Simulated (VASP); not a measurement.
Wanted: the native input for a VASP 6.6.1 run.

| Quantity | Value |
| --- | --- |
| Task | single point |
| Functional | PBE |
| Potentials or basis | VASP PAW PBE potentials, release 64 (Nb_sv, P) |
| Cutoff | 520 eV |
| k mesh | 11 × 11 × 11 |
| Occupations | gaussian, width 0.025 eV |
| Spin | no spin polarisation |
| Dipole correction | no |
| Further INCAR settings | ALGO = Normal; EDIFF = 1e-06; NBANDS = 26 |

The structure of NbP lies in POSCAR:

```
NbP
1.0
   -1.6749232544      1.6749232544      5.7401081759
    1.6749232544     -1.6749232544      5.7401081759
    1.6749232544      1.6749232544     -5.7401081759
Nb P
2 2
Direct
    0.2498808000      0.7498808000      0.5000000000
    0.4998808000      0.4998808000      0.0000000000
    0.8327477700      0.3327477700      0.5000000000
    0.0827477700      0.0827477700      0.0000000000
```

One way to write it, as run:

INCAR

```
PREC = Accurate ; ENCUT = 520
EDIFF = 1E-6 ; ISMEAR = 0
SIGMA = 0.025 ; LREAL = F
LASPH = T ; NELM = 80
ALGO = Normal ; ISIF = 2
LWAVE = F ; LCHARG = T
GGA = PE ; LELF = T
LVHAR = T ; NBANDS = 26
```

KPOINTS

```
regular mesh
0
Gamma
  11 11 11
```

Potentials or basis: VASP PAW PBE potentials, release 64 (Nb_sv, P).

Run with:

```sh
$ cat potpaw_PBE.64/Nb_sv/POTCAR potpaw_PBE.64/P/POTCAR > POTCAR
$ mpirun -np 1 vasp_std > vasp.out
```

Results of the run:

```
Pressure               : -1.5 GPa
Largest force          : 0.018 eV/Å
Band gap on the k mesh : zero (filled and empty bands touch)
```

Wall time 4.2 min on 1 thread of Intel(R) Xeon(R) 6975P-C (Granite Rapids) (shared host), peak memory 0.43 GiB.
